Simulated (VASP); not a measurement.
# WS2 (R3m) in VASP: single point with PBEsol

Aim: the single point of WS2 with PBEsol.

Program: VASP 6.6.1. These are calculated values, not measurements. Logs are shortened: lines on timing, memory, paths and dates and some standing lists are left out, and cuts for length are marked.

## Step 1: The cell of the first run

Symmetry: R3m, No. 160, trigonal system. The conventional cell has a = 3.148 Å, b = 3.148 Å, c = 19.111 Å, α = 90.00°, β = 90.00°, γ = 120.00°. Within 3.2 Å of W (site symmetry 3m) lie 6 S at 2.40 Å and 6 W at 3.15 Å. Within 3.2 Å of S (site symmetry 3m) lie 3 W at 2.40 Å and 7 S at 3.13 to 3.15 Å. S (site symmetry 3m) has 3 W at 2.40 Å and 7 S at 3.13 to 3.15 Å within 3.2 Å.

## Step 2: Single point, PBEsol

Contents of INCAR:

```
  ALGO = Normal
  EDIFF = 1E-6
  ENCUT = 520
  GGA = PS
  ISIF = 2
  ISMEAR = 0
  LASPH = T
  LCHARG = F
  LREAL = F
  LWAVE = F
  NBANDS = 20
  NELM = 80
  PREC = Accurate
  SIGMA = 0.02
```

Contents of KPOINTS:

```
k-points
0
Gamma
  12 12 12
```

Contents of POSCAR:

```
WS2
1.0
    1.5738035139      0.9086358824      6.3704662256
   -1.5738035139      0.9086358824      6.3704662256
    0.0000000000     -1.8172717648      6.3704662257
W S
1 2
Direct
    0.0006715131      0.0006715131      0.0006715131
    0.2520369936      0.2520369936      0.2520369936
    0.4159914932      0.4159914932      0.4159914932
```

Potentials or basis: VASP PAW PBE potentials, release 64 (W_sv, S).

Run with:

```console
cat potpaw_PBE.64/W_sv/POTCAR potpaw_PBE.64/S/POTCAR > POTCAR
mpirun -np 1 vasp_std > vasp.out
```

OUTCAR:

```text
EDIFF = 1E-6
   ENCUT = 520
   GGA = PS
   ISIF = 2
   ISMEAR = 0
   LASPH = T
   LREAL = F
   NELM = 80
   PREC = Accurate

 ion  position               nearest neighbor table
   1  0.001  0.001  0.001-   2 2.40   2 2.40   2 2.40   3 2.40   3 2.40   3 2.40
   2  0.252  0.252  0.252-   1 2.40   1 2.40   1 2.40
   3  0.416  0.416  0.416-   1 2.40   1 2.40   1 2.40

  LATTYP: Found a trigonal (rhomboedric) cell.
 ALAT       =     6.6245993538
 COS(alpha) =     0.8871213566

  Lattice vectors:

 A1 = (   1.5738035139,   0.9086358824,   6.3704662256)
 A2 = (  -1.5738035139,   0.9086358824,   6.3704662256)
 A3 = (   0.0000000000,  -1.8172717648,   6.3704662257)

Analysis of symmetry for initial positions (statically):
=====================================================================
 Subroutine PRICEL returns:
 Original cell was already a primitive cell.

 Routine SETGRP: Setting up the symmetry group for a
 trigonal (rhombohedral) supercell.

 Subroutine GETGRP returns: Found  6 space group operations
 (whereof  6 operations were pure point group operations)
 out of a pool of 12 trial point group operations.

The static configuration has the point symmetry C_3v.

Analysis of symmetry for dynamics (positions and initial velocities):
=====================================================================
 Subroutine PRICEL returns:
 Original cell was already a primitive cell.

 Routine SETGRP: Setting up the symmetry group for a
 trigonal (rhombohedral) supercell.

 Subroutine GETGRP returns: Found  6 space group operations
 (whereof  6 operations were pure point group operations)
 out of a pool of 12 trial point group operations.

The dynamic configuration has the point symmetry C_3v.

 Subroutine INISYM returns: Found  6 space group operations
 (whereof  6 operations are pure point group operations),
 and found     1 'primitive' translations

----------------------------------------------------------------------------------------

                                     Primitive cell

  volume of cell :      54.6591

  direct lattice vectors                    reciprocal lattice vectors
     1.573803514  0.908635882  6.370466226     0.317701667  0.183425143  0.052324794
[... 83 lines left out ...]
   LNONCOLLINEAR =      F non collinear calculations
   LSORBIT =      F    spin-orbit coupling
   LASPH  =      T    aspherical Exc in radial PAW
   ENCUT  =  520.0 eV  38.22 Ry    6.18 a.u.  12.32 12.32 12.32*2*pi/ulx,y,z
   NELM   =     80;   NELMIN=  2; NELMDL= -5     # of ELM steps
   EDIFF  = 0.1E-05   stopping-criterion for ELM
   LREAL  =      F    real-space projection
   EDIFFG = 0.1E-04   stopping-criterion for IOM
   NSW    =      0    number of steps for IOM
   IBRION =     -1    ionic relax: 0-MD 1-quasi-New 2-CG
   NFREE  =      0    steps in history (QN), initial steepest desc. (CG)
   ISIF   =      2    stress and relaxation
   ISYM   =      2    0-nonsym 1-usesym 2-fastsym
   POTIM  = 0.5000    time-step for ionic-motion
   TEBEG  =    0.0;   TEEND  =   0.0 temperature during run
   PSTRESS=    0.0 pullay stress
   NELECT =      26.0000    total number of electrons
   NUPDOWN=      -1.0000    fix difference up-down
   EMIN   =  10.00;   EMAX   =-10.00  energy-range for DOS
   EFERMI =   0.00;   METHOD = LEGACY
   ISMEAR =     0;   SIGMA  =   0.02  broadening in eV -4-tet -1-fermi 0-gaus
   EFERMI_NEDOS =   21; number of points for ismear=-14 and -15
   IALGO  =     38    algorithm
   IMIX   =      4    mixing-type and parameters
     AMIX     =   0.40;   BMIX     =  1.00
     AMIX_MAG =   1.60;   BMIX_MAG =  1.00
  volume/ion in A,a.u.               =      18.22       122.95
  Fermi-wavevector in a.u.,A,eV,Ry     =   1.277944  2.414963 22.220214  1.633140
  Thomas-Fermi vector in A             =   2.410514
   LORBIT       =      0    0 simple, 1 ext, 2 COOP (PROOUT), +10 PAW based schemes
   GGA     = PS    functional components
   LHFCALC =     F    Hartree Fock is set to
   AEXX    =    0.0000 exact exchange contribution
   IVDW    =     0    specifies the selected vdW correction
   LEPSILON=     F    determine dielectric tensor
   LRPA    =     F    only Hartree local field effects (RPA)
 non-spin polarized calculation
 Gauss-broadening in eV      SIGMA  =   0.02
  energy-cutoff  :      520.00
  volume of cell :       54.66
 maximum number of plane-waves:      1486
 NGX is ok and might be reduce to    50
   NGX = 25   NGY = 25   NGZ = 25

 number of electron      26.0000000 magnetization

 Free energy of the ion-electron system (eV)
  ---------------------------------------------------
  ext. energy  EPLUGINS =         0.00000000
  ---------------------------------------------------
  free energy    TOTEN  =       -25.27355828 eV

  energy without entropy =      -25.27355828  energy(sigma->0) =      -25.27355828

 E-fermi :   7.0893     XC(G=0): -10.9082

 val. band max:        6.9149287130   @ k =   0.5000   0.5000   0.5000
 cond. band min:       8.0780520685   @ k =  -0.1667   0.1667   0.0000
 fundamental gap:      1.1631233555
 Fermi energy:         7.0892701961

 k-point     1 :       0.0000    0.0000    0.0000
  band No.  band energies     occupation
      1     -67.5085      2.00000
      2     -31.7867      2.00000
      3     -31.5928      2.00000
      4     -31.5928      2.00000
      5      -8.5747      2.00000
      6      -6.6630      2.00000
[... 541 lines left out ...]
     19      15.1550      0.00000
     20      15.4862      0.00000

 [... further k-points ...]

------------------------ aborting loop because EDIFF is reached ----------------------------------------

  FORCE on cell =-STRESS in cart. coord.  units (eV):
  Direction    XX          YY          ZZ          XY          YZ          ZX
  --------------------------------------------------------------------------------------
  -------------------------------------------------------------------------------------
  Total        0.0279391      0.0279391      0.0459279      0.0000000     -0.0000000     -0.0000000
  in kB        0.8189564      0.8189564      1.3462459      0.0000000     -0.0000000     -0.0000000
  external PRESSURE =       0.9947195 kB  Pullay stress =       0.0000000 kB

 VOLUME and BASIS-vectors are now :
 -----------------------------------------------------------------------------
  energy-cutoff  :      520.00
  volume of cell :       54.66
      direct lattice vectors                 reciprocal lattice vectors
     1.573803514  0.908635882  6.370466226     0.317701667  0.183425143  0.052324794
    -1.573803514  0.908635882  6.370466226    -0.317701667  0.183425143  0.052324794
     0.000000000 -1.817271765  6.370466226     0.000000000 -0.366850286  0.052324794

 POSITION                                       TOTAL-FORCE (eV/Angst)
 -----------------------------------------------------------------------------------
      0.00000      0.00000      0.01283         0.000000     -0.000000      0.000158
      0.00000      0.00000      4.81678         0.000000     -0.000000     -0.020155
      0.00000      0.00000      7.95018         0.000000      0.000000      0.019997
 -----------------------------------------------------------------------------------
    total drift:                                0.000000     -0.000000     -0.000163

  FREE ENERGIE OF THE ION-ELECTRON SYSTEM (eV)
  ---------------------------------------------------
  free  energy   TOTEN  =       -25.2735582814 eV

  energy  without entropy=      -25.2735582814  energy(sigma->0) =      -25.27355828
```

It took 9.4 min on 1 thread of Intel Xeon Platinum 8259CL at 2.50GHz (Skylake/Cascade Lake), shared host; peak memory 0.46 GiB.

What came out:

```yaml
Free_energy: -25.2736 eV
Pressure: 0.1 GPa
Largest_force: 0.020 eV/Å
Band_gap_on_the_k_mesh: 1.16 eV (least direct gap 1.93 eV)
```

Forces on the atoms (eV/Å):
```
W    0.000  0.000  0.000
S    0.000  0.000 -0.020
S    0.000  0.000  0.020
```

Caveat: the PAW data sets were made with another functional, which shifts forces and pressure a little; spin-orbit coupling is left out, which moves the levels of the heavy elements.
